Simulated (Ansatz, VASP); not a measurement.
**Two plane-wave programs on Hf2Mo**

```
Hf Mo
1.0
     4.87002    0.00000    0.00000
    -2.43501    4.21756    0.00000
     0.00000    0.00000    2.83696
Hf Mo
2 1
Direct
  0.33333 0.66667 0.50000
  0.66667 0.33333 0.50000
  0.00000 0.00000 0.00000
```

Alike in both runs: functional PBE; k mesh 12 × 12 × 16; occupations gaussian, width 0.1 eV; no spin polarisation.

Ansatz relaxed the structure, and its values are those at the end. VASP's run is a single point on that final structure, the one shown.

```csv
,VASP,Ansatz
version,VASP 6.6.1,Ansatz 0.2.0
potentials or method,"VASP PAW PBE potentials, release 64 (Hf_pv, Mo_sv), cutoff 520 eV","scalar-relativistic, plane waves, PAW"
valence electrons in the cell,34,66
```

Ansatz gave:

```
gap on the k mesh at the Fermi level (eV) : none
pressure (GPa)                            : 0.0
```

Problem. Estimate VASP's values.

Solution. gap on the k mesh at the Fermi level (eV): none; pressure (GPa): -0.5.

A gap of «none» marks a metal or a gap that the smearing closes. VASP's potentials hold 34 valence electrons a cell and Ansatz's 66, so a difference there can come from the potentials and not from the codes.

Neither program's run includes spin-orbit coupling.
